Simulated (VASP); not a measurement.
# Mo3H (Im-3m) in VASP: single point with PBE

Aim: the single point of Mo3H with PBE.

All numbers are computed with VASP 6.6.1; they aren't measurements. Logs are shortened: lines on timing, memory, paths and dates and some standing lists are left out, and cuts for length are marked.

## (1) The cell of the first run

Symmetry: Im-3m, No. 229, cubic system. The conventional cell has a = 4.924 Å, b = 4.924 Å, c = 4.924 Å, α = 90.00°, β = 90.00°, γ = 90.00°. H (site symmetry m-3m) has 6 Mo at 2.46 Å within 3.3 Å. Mo (site symmetry 4/mmm) has 2 H at 2.46 Å and 4 Mo at 2.46 Å within 3.3 Å.

## (2) Single point, PBE

Contents of INCAR:

```
SYSTEM = Mo3H
ALGO = Normal
EDIFF = 1E-7
ENCUT = 520
GGA = PE
ISIF = 2
ISMEAR = 0
LASPH = .True.
LCHARG = .False.
LREAL = .False.
LWAVE = .False.
NBANDS = 30
NELM = 60
PREC = Accurate
SIGMA = 0.2
```

Contents of KPOINTS:

```
k-points
0
Gamma
  6 6 6
  0 0 0
```

Contents of POSCAR:

```
Mo3H
1.0
   -2.4619707876      2.4619707876      2.4619707876
    2.4619707876     -2.4619707876      2.4619707876
    2.4619707876      2.4619707876     -2.4619707876
H Mo
1 3
Direct
    0.0000000000      0.0000000000      0.0000000000
    0.0000000000      0.5000000000      0.5000000000
    0.5000000000      0.0000000000      0.5000000000
    0.5000000000      0.5000000000      0.0000000000
```

Potentials or basis: VASP PAW PBE potentials, release 64 (H, Mo_sv).

Started as:

```
cat potpaw_PBE.64/H/POTCAR potpaw_PBE.64/Mo_sv/POTCAR > POTCAR
mpirun -np 1 vasp_std > vasp.out
```

OUTCAR:

```text
SYSTEM = Mo3H
   EDIFF = 1E-7
   ENCUT = 520
   GGA = PE
   ISIF = 2
   ISMEAR = 0
   LASPH = .True.
   LREAL = .False.
   NELM = 60
   PREC = Accurate

 ion  position               nearest neighbor table
   1  0.000  0.000  0.000-
   2  0.000  0.500  0.500-   3 2.46   4 2.46   4 2.46   3 2.46   4 3.48   3 3.48   3 3.48   4 3.48
                             4 3.48   3 3.48   3 3.48   4 3.48
   3  0.500  0.000  0.500-   2 2.46   4 2.46   4 2.46   2 2.46   4 3.48   2 3.48   4 3.48   4 3.48
                             2 3.48   2 3.48   2 3.48   4 3.48
   4  0.500  0.500  0.000-   2 2.46   3 2.46   3 2.46   2 2.46   2 3.48   3 3.48   3 3.48   3 3.48
                             2 3.48   2 3.48   2 3.48   3 3.48

  LATTYP: Found a body centered cubic cell.
 ALAT       =     4.9239415752

  Lattice vectors:

 A1 = (  -2.4619707876,   2.4619707876,   2.4619707876)
 A2 = (   2.4619707876,  -2.4619707876,   2.4619707876)
 A3 = (   2.4619707876,   2.4619707876,  -2.4619707876)

Analysis of symmetry for initial positions (statically):
=====================================================================
 Subroutine PRICEL returns:
 Original cell was already a primitive cell.

 Routine SETGRP: Setting up the symmetry group for a
 body centered cubic supercell.

 Subroutine GETGRP returns: Found 48 space group operations
 (whereof 48 operations were pure point group operations)
 out of a pool of 48 trial point group operations.

The static configuration has the point symmetry O_h .

Analysis of symmetry for dynamics (positions and initial velocities):
=====================================================================
 Subroutine PRICEL returns:
 Original cell was already a primitive cell.

 Routine SETGRP: Setting up the symmetry group for a
 body centered cubic supercell.

 Subroutine GETGRP returns: Found 48 space group operations
 (whereof 48 operations were pure point group operations)
 out of a pool of 48 trial point group operations.

The dynamic configuration has the point symmetry O_h .

 Subroutine INISYM returns: Found 48 space group operations
 (whereof 48 operations are pure point group operations),
 and found     1 'primitive' translations

----------------------------------------------------------------------------------------

                                     Primitive cell

  volume of cell :      59.6910

  direct lattice vectors                    reciprocal lattice vectors
    -2.461970788  2.461970788  2.461970788     0.000000000  0.203089331  0.203089331
     2.461970788 -2.461970788  2.461970788     0.203089331  0.000000000  0.203089331
     2.461970788  2.461970788 -2.461970788     0.203089331  0.203089331  0.000000000

  length of vectors
     4.264258491  4.264258491  4.264258491     0.287211686  0.287211686  0.287211686

  position of ions in fractional coordinates (direct lattice)
     0.000000000  0.000000000  0.000000000
     0.000000000  0.500000000  0.500000000
     0.500000000  0.000000000  0.500000000
     0.500000000  0.500000000  0.000000000

  ion indices of the primitive-cell ions
   primitive index   ion index
                 1           1
                 2           2
                 3           3
                 4           4

----------------------------------------------------------------------------------------

 KPOINTS: k-points

Automatic generation of k-mesh.
 Grid dimensions read from file:
 generate k-points for:    6    6    6

 Generating k-lattice:

  Cartesian coordinates                     Fractional coordinates (reciprocal lattice)
     0.000000000  0.033848222  0.033848222     0.166666667  0.000000000  0.000000000
     0.033848222  0.000000000  0.033848222     0.000000000  0.166666667  0.000000000
     0.033848222  0.033848222  0.000000000     0.000000000  0.000000000  0.166666667

  Length of vectors
     0.047868614  0.047868614  0.047868614

  Shift w.r.t. Gamma in fractional coordinates (k-lattice)
     0.000000000  0.000000000  0.000000000

 Subroutine IBZKPT returns following result:
 ===========================================

 Found     16 irreducible k-points:

 Following reciprocal coordinates:
            Coordinates               Weight
  0.000000  0.000000  0.000000      1.000000
  0.166667  0.000000  0.000000     12.000000
  0.333333  0.000000  0.000000     12.000000
  0.500000  0.000000  0.000000      6.000000
  0.166667  0.166667  0.000000     24.000000
  0.333333  0.166667  0.000000     48.000000
[... 8 lines left out ...]
  0.500000  0.500000  0.333333     12.000000
  0.500000  0.500000  0.500000      1.000000
   k-points           NKPTS =     16   k-points in BZ     NKDIM =     16   number of bands    NBANDS=     30
   number of dos      NEDOS =    301   number of ions     NIONS =      4
   total plane-waves  NPLWV =  32768
   dimension x,y,z NGX =    32 NGY =   32 NGZ =   32
   dimension x,y,z NGXF=    64 NGYF=   64 NGZF=   64
   ions per type =               1   3
   NGX,Y,Z   is equivalent  to a cutoff of  12.48, 12.48, 12.48 a.u.
   NGXF,Y,Z  is equivalent  to a cutoff of  24.95, 24.95, 24.95 a.u.
 SYSTEM =  Mo3H
   PREC   = accura    normal or accurate (medium, high low for compatibility)
   ISTART =      0    job   : 0-new  1-cont  2-samecut
   ICHARG =      2    charge: 1-file 2-atom 10-const
   ISPIN  =      1    spin polarized calculation?
   LNONCOLLINEAR =      F non collinear calculations
   LSORBIT =      F    spin-orbit coupling
   LASPH  =      T    aspherical Exc in radial PAW
   ENCUT  =  520.0 eV  38.22 Ry    6.18 a.u.   7.93  7.93  7.93*2*pi/ulx,y,z
   NELM   =     60;   NELMIN=  2; NELMDL= -5     # of ELM steps
   EDIFF  = 0.1E-06   stopping-criterion for ELM
   LREAL  =      F    real-space projection
   EDIFFG = 0.1E-05   stopping-criterion for IOM
   NSW    =      0    number of steps for IOM
   IBRION =     -1    ionic relax: 0-MD 1-quasi-New 2-CG
   NFREE  =      0    steps in history (QN), initial steepest desc. (CG)
   ISIF   =      2    stress and relaxation
   ISYM   =      2    0-nonsym 1-usesym 2-fastsym
   POTIM  = 0.5000    time-step for ionic-motion
   TEBEG  =    0.0;   TEEND  =   0.0 temperature during run
   PSTRESS=    0.0 pullay stress
   NELECT =      43.0000    total number of electrons
   NUPDOWN=      -1.0000    fix difference up-down
   EMIN   =  10.00;   EMAX   =-10.00  energy-range for DOS
   EFERMI =   0.00;   METHOD = LEGACY
   ISMEAR =     0;   SIGMA  =   0.20  broadening in eV -4-tet -1-fermi 0-gaus
   EFERMI_NEDOS =   21; number of points for ismear=-14 and -15
   IALGO  =     38    algorithm
   IMIX   =      4    mixing-type and parameters
     AMIX     =   0.40;   BMIX     =  1.00
     AMIX_MAG =   1.60;   BMIX_MAG =  1.00
  volume/ion in A,a.u.               =      14.92       100.70
  Fermi-wavevector in a.u.,A,eV,Ry     =   1.467556  2.773279 29.303158  2.153721
  Thomas-Fermi vector in A             =   2.583160
   LORBIT       =      0    0 simple, 1 ext, 2 COOP (PROOUT), +10 PAW based schemes
   GGA     = PE    functional components
   LHFCALC =     F    Hartree Fock is set to
   AEXX    =    0.0000 exact exchange contribution
   IVDW    =     0    specifies the selected vdW correction
   LEPSILON=     F    determine dielectric tensor
   LRPA    =     F    only Hartree local field effects (RPA)
 non-spin polarized calculation
 Gauss-broadening in eV      SIGMA  =   0.20
  energy-cutoff  :      520.00
  volume of cell :       59.69
 maximum number of plane-waves:      1638
   NGX = 15   NGY = 15   NGZ = 15

 number of electron      42.9999993 magnetization

 Free energy of the ion-electron system (eV)
  ---------------------------------------------------
  ext. energy  EPLUGINS =         0.00000000
  ---------------------------------------------------
  free energy    TOTEN  =       -31.06705548 eV

  energy without entropy =      -30.98741720  energy(sigma->0) =      -31.02723634

 E-fermi :   9.5182     XC(G=0): -12.0639

 val. band max:        9.5139555718   @ k =   0.5000   0.5000   0.1667
 cond. band min:       9.5613647965   @ k =   0.3333   0.1667   0.0000
 fundamental gap:      0.0474092246
 Fermi energy:         9.5182415776

 k-point     1 :       0.0000    0.0000    0.0000
  band No.  band energies     occupation
      1     -51.7600      2.00000
      2     -51.2408      2.00000
      3     -51.2408      2.00000
      4     -26.6433      2.00000
      5     -26.6433      2.00000
      6     -26.6433      2.00000
[... 22 lines left out ...]
     29      15.4493      0.00000
     30      15.4493      0.00000

 k-point     2 :       0.1667    0.0000    0.0000
  band No.  band energies     occupation
      1     -51.7296      2.00000
      2     -51.2724      2.00000
      3     -51.2425      2.00000
      4     -26.6464      2.00000
      5     -26.5148      2.00000
      6     -26.5086      2.00000
[... 22 lines left out ...]
     29      14.8771      0.00000
     30      15.7814      0.00000

 k-point     3 :       0.3333    0.0000    0.0000
  band No.  band energies     occupation
      1     -51.6506      2.00000
      2     -51.3539      2.00000
      3     -51.2459      2.00000
      4     -26.6526      2.00000
      5     -26.1587      2.00000
      6     -26.1376      2.00000
[... 22 lines left out ...]
     29      12.8838      0.00000
     30      13.5961      0.00000

 k-point     4 :       0.5000    0.0000    0.0000
  band No.  band energies     occupation
      1     -51.5858      2.00000
      2     -51.4199      2.00000
      3     -51.2476      2.00000
      4     -26.6557      2.00000
      5     -25.7600      2.00000
      6     -25.6860      2.00000
[... 352 lines left out ...]
     29      13.1959      0.00000
     30      13.1959      0.00000

 k-point    15 :       0.5000    0.5000    0.3333
  band No.  band energies     occupation
      1     -51.5801      2.00000
      2     -51.5500      2.00000
      3     -51.1132      2.00000
      4     -26.6992      2.00000
      5     -26.5779      2.00000
      6     -26.5721      2.00000
[... 22 lines left out ...]
     29      12.9078      0.00000
     30      13.3154      0.00000

 k-point    16 :       0.5000    0.5000    0.5000
  band No.  band energies     occupation
      1     -51.5782      2.00000
      2     -51.5782      2.00000
      3     -51.0836      2.00000
      4     -26.7130      2.00000
      5     -26.7130      2.00000
      6     -26.7130      2.00000
[... 22 lines left out ...]
     29      13.1118      0.00000
     30      13.1118      0.00000

------------------------ aborting loop because EDIFF is reached ----------------------------------------

  FORCE on cell =-STRESS in cart. coord.  units (eV):
  Direction    XX          YY          ZZ          XY          YZ          ZX
  --------------------------------------------------------------------------------------
  -------------------------------------------------------------------------------------
  Total        0.0521922      0.0521922      0.0521922      0.0000000      0.0000000      0.0000000
  in kB        1.4009004      1.4009004      1.4009004      0.0000000      0.0000000      0.0000000
  external PRESSURE =       1.4009004 kB  Pullay stress =       0.0000000 kB

 VOLUME and BASIS-vectors are now :
 -----------------------------------------------------------------------------
  energy-cutoff  :      520.00
  volume of cell :       59.69
      direct lattice vectors                 reciprocal lattice vectors
    -2.461970788  2.461970788  2.461970788     0.000000000  0.203089331  0.203089331
     2.461970788 -2.461970788  2.461970788     0.203089331  0.000000000  0.203089331
     2.461970788  2.461970788 -2.461970788     0.203089331  0.203089331  0.000000000

 POSITION                                       TOTAL-FORCE (eV/Angst)
 -----------------------------------------------------------------------------------
      0.00000      0.00000      0.00000        -0.000000      0.000000     -0.000000
      2.46197      0.00000      0.00000        -0.000000      0.000000     -0.000000
      0.00000      2.46197      0.00000         0.000000     -0.000000      0.000000
      0.00000      0.00000      2.46197         0.000000      0.000000     -0.000000
 -----------------------------------------------------------------------------------
    total drift:                               -0.000000     -0.000000      0.000000

  FREE ENERGIE OF THE ION-ELECTRON SYSTEM (eV)
  ---------------------------------------------------
  free  energy   TOTEN  =       -31.0670554760 eV

  energy  without entropy=      -30.9874172027  energy(sigma->0) =      -31.02723634
```

It took 28 s on 1 thread of Intel Xeon Platinum 8259CL at 2.50GHz (Skylake/Cascade Lake), shared host; peak memory 0.18 GiB.

What came out:

- Free energy: -31.0671 eV
- Pressure: 0.1 GPa
